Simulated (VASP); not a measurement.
# BN in VASP: notebook, part 2 of 2

VASP 6.6.1.

### 6 Relaxation of the atoms, PBE+D3(BJ)

This run uses another cell than the first one, of 19.60 Å³/atom, 0.551 times its volume.

Input file INCAR:

```
ALGO = Normal
DIPOL = 0.5 0.5 0.500
EDIFF = 1E-6
EDIFFG = -0.02
ENCUT = 520
GGA = PE
IBRION = 2
IDIPOL = 3
ISIF = 2
ISMEAR = 0
IVDW = 12
LASPH = T
LCHARG = F
LDIPOL = T
LREAL = F
LWAVE = F
NELM = 80
NSW = 80
PREC = Accurate
SIGMA = 0.05
```

Input file KPOINTS:

```
k-points
0
Gamma
  12 12 1
```

Input file POSCAR:

```
BN
1.0
    2.5064254169      0.0000000000      0.0000000000
   -1.2532127085      2.1706280837      0.0000000000
    0.0000000000      0.0000000000     21.6141240277
B N
3 3
Direct
    0.3333333333      0.6666666667      0.3469953254
    0.6666666667      0.3333333333      0.5000000000
    0.3333333333      0.6666666667      0.6530046746
    0.6666666667      0.3333333333      0.3469953254
    0.3333333333      0.6666666667      0.5000000000
    0.6666666667      0.3333333333      0.6530046746
```

Potentials or basis: VASP PAW PBE potentials, release 64 (B, N).

Started as:

```console
> cat potpaw_PBE.64/B/POTCAR potpaw_PBE.64/N/POTCAR > POTCAR
> mpirun -np 1 vasp_std > vasp.out
```

OUTCAR:

```text
EDIFF = 1E-6
   EDIFFG = -0.02
   ENCUT = 520
   GGA = PE
   IBRION = 2
   ISIF = 2
   ISMEAR = 0
   IVDW = 12
   LASPH = T
   LREAL = F
   NELM = 80
   NSW = 80
   PREC = Accurate
 IVDW          = 12

 ion  position               nearest neighbor table
   1  0.333  0.667  0.347-   4 1.45   4 1.45   4 1.45
   2  0.667  0.333  0.500-   5 1.45   5 1.45   5 1.45
   3  0.333  0.667  0.653-   6 1.45   6 1.45   6 1.45
   4  0.667  0.333  0.347-   1 1.45   1 1.45   1 1.45
   5  0.333  0.667  0.500-   2 1.45   2 1.45   2 1.45
   6  0.667  0.333  0.653-   3 1.45   3 1.45   3 1.45

  LATTYP: Found a hexagonal cell.
 ALAT       =     2.5064254169
 C/A-ratio  =     8.6234858145

  Lattice vectors:

 A1 = (   2.5064254169,   0.0000000000,   0.0000000000)
 A2 = (  -1.2532127085,   2.1706280837,   0.0000000000)
 A3 = (   0.0000000000,   0.0000000000,  21.6141240277)

Analysis of symmetry for initial positions (statically):
=====================================================================
 Subroutine PRICEL returns:
 Original cell was already a primitive cell.

 Routine SETGRP: Setting up the symmetry group for a
[... 583 lines left out ...]
      3     -16.0872      2.00000
      4     -10.0604      2.00000
      5      -9.9871      2.00000
      6      -9.9396      2.00000
[... 8 lines left out ...]
     15       2.6683      0.00000
     16       9.0023      0.00000

------------------------ aborting loop because EDIFF is reached ----------------------------------------

 vacuum level on the upper side and lower side of the slab       (xc-potential included)        -0.333        -0.333

 Edisp (eV)   -0.70733

 E8    (eV) :    -0.2144

  FORCE on cell =-STRESS in cart. coord.  units (eV):
  Direction    XX          YY          ZZ          XY          YZ          ZX
  --------------------------------------------------------------------------------------
  -------------------------------------------------------------------------------------
  Total       0.18689     0.18689    -0.00006    -0.00000    -0.00000    -0.00000
  in kB       2.54637     2.54637    -0.00076    -0.00000    -0.00000    -0.00000
  external pressure =        1.70 kB  Pullay stress =        0.00 kB

 VOLUME and BASIS-vectors are now :
 -----------------------------------------------------------------------------
  energy-cutoff  :      520.00
  volume of cell :      117.59
      direct lattice vectors                 reciprocal lattice vectors
     2.506425417  0.000000000  0.000000000     0.398974569  0.230348075  0.000000000
    -1.253212708  2.170628084  0.000000000     0.000000000  0.460696149  0.000000000
     0.000000000  0.000000000 21.614124028     0.000000000  0.000000000  0.046266043

 POSITION                                       TOTAL-FORCE (eV/Angst)
 -----------------------------------------------------------------------------------
     -0.00000      1.44709      7.50097         0.000000     -0.000000     -0.014168
      1.25321      0.72354     10.80706        -0.000000      0.000000      0.000000
     -0.00000      1.44709     14.11315         0.000000     -0.000000      0.014168
      1.25321      0.72354      7.49856        -0.000000      0.000000      0.004962
     -0.00000      1.44709     10.80706        -0.000000      0.000000      0.000000
      1.25321      0.72354     14.11556        -0.000000      0.000000     -0.004962
 -----------------------------------------------------------------------------------
    total drift:                               -0.000000      0.000000     -0.000000

  FREE ENERGIE OF THE ION-ELECTRON SYSTEM (eV)
  ---------------------------------------------------
  free  energy   TOTEN  =       -53.4589448280 eV

  energy  without entropy=      -53.4589448280  energy(sigma->0) =      -53.45894483

 reached required accuracy - stopping structural energy minimisation

 vacuum level on the upper side and lower side of the slab         3.431         3.431
```

OSZICAR:

```text
N       E                     dE             d eps       ncg     rms          rms(c)
DAV:   1     0.187180985517E+03    0.18718E+03   -0.11239E+04   608   0.125E+03
DAV:   2    -0.401018559716E+02   -0.22728E+03   -0.21833E+03   864   0.288E+02
DAV:   3    -0.579037502742E+02   -0.17802E+02   -0.17777E+02   752   0.101E+02
[... 19 lines left out ...]
DAV:   2    -0.527516177556E+02    0.22370E-05   -0.14345E-04   752   0.968E-02    0.135E-02
DAV:   3    -0.527516133172E+02    0.44384E-05   -0.72441E-06   784   0.279E-02    0.790E-03
DAV:   4    -0.527516118301E+02    0.14871E-05   -0.46019E-06   776   0.253E-02    0.185E-03
DAV:   5    -0.527516128503E+02   -0.10202E-05   -0.14507E-06   624   0.147E-02    0.103E-03
DAV:   6    -0.527516136588E+02   -0.80856E-06   -0.30650E-07   576   0.575E-03
   2 F= -.53458945E+02 E0= -.53458945E+02  d E =-.491535E-04
```

It used 110 s of CPU time on 1 thread of AMD EPYC 7R13 Processor (Zen 3) (shared host).

Results:

```
Free energy                  : -53.4589 eV
Energy gained by relaxing    : 0.0 meV/atom
Ionic steps                  : 2
Largest force after relaxing : 0.014 eV/Å
Band gap on the k mesh       : 4.35 eV, indirect (least direct gap 4.66 eV)
Dispersion energy per atom   : -0.118 eV
```

Forces in eV/Å, atoms in the order of the input:
```
B    0.000  0.000 -0.014
B    0.000  0.000  0.000
B    0.000  0.000  0.014
N    0.000  0.000  0.005
N    0.000  0.000  0.000
N    0.000  0.000 -0.005
```

Final structure:
```
B N
1.0
     2.50643    0.00000    0.00000
    -1.25321    2.17063    0.00000
     0.00000    0.00000   21.61412
B N
3 3
Direct
  0.33333 0.66667 0.34704
  0.66667 0.33333 0.50000
  0.33333 0.66667 0.65296
  0.66667 0.33333 0.34693
  0.33333 0.66667 0.50000
  0.66667 0.33333 0.65307
```

Levels at points of the mesh, in eV from the valence-band top:
| k point | band 9 | band 10 | band 11 | band 12 | band 13 | band 14 | band 15 | band 16 |
| --- | --- | --- | --- | --- | --- | --- | --- | --- |
| (0.00, 0.00, 0.00) | -1.33 | -1.33 | -1.32 | -1.32 | 4.88 | 5.19 | 5.99 | 6.94 |
| (0.50, 0.00, 0.00) | -4.10 | -1.31 | -0.91 | -0.57 | 4.35 | 4.76 | 5.34 | 9.60 |

### 7 Summary

| task | cell | smearing | gap on the mesh (eV) | largest force (eV/Å) |
| --- | --- | --- | --- | --- |
| single point | a = 2.507, b = 2.507, c = 39.228 Å, angles 90.0, 90.0, 120.0°, 6 atoms | gaussian 0.02 eV | 4.36 | - |
| single point | a = 2.506, b = 2.506, c = 39.228 Å, angles 90.0, 90.0, 120.0°, 6 atoms | gaussian 0.02 eV | 4.35 | 0.03 |
| single point | a = 2.506, b = 2.506, c = 21.614 Å, angles 90.0, 90.0, 120.0°, 6 atoms | gaussian 0.05 eV | 4.37 | 0.01 |
| relaxation of the atoms | atoms relaxed from a = 2.506, b = 2.506, c = 21.614 Å, angles 90.0, 90.0, 120.0°, 6 atoms | gaussian 0.05 eV | 4.35 | 0.01 |

Alike in all rows: level PBE+D3(BJ); potentials or basis VASP PAW PBE potentials, release 64 (B, N); no spin polarisation; k mesh 12 × 12 × 1; cutoff (eV) 520.

Absolute energies hang on the potentials; compare differences alone.
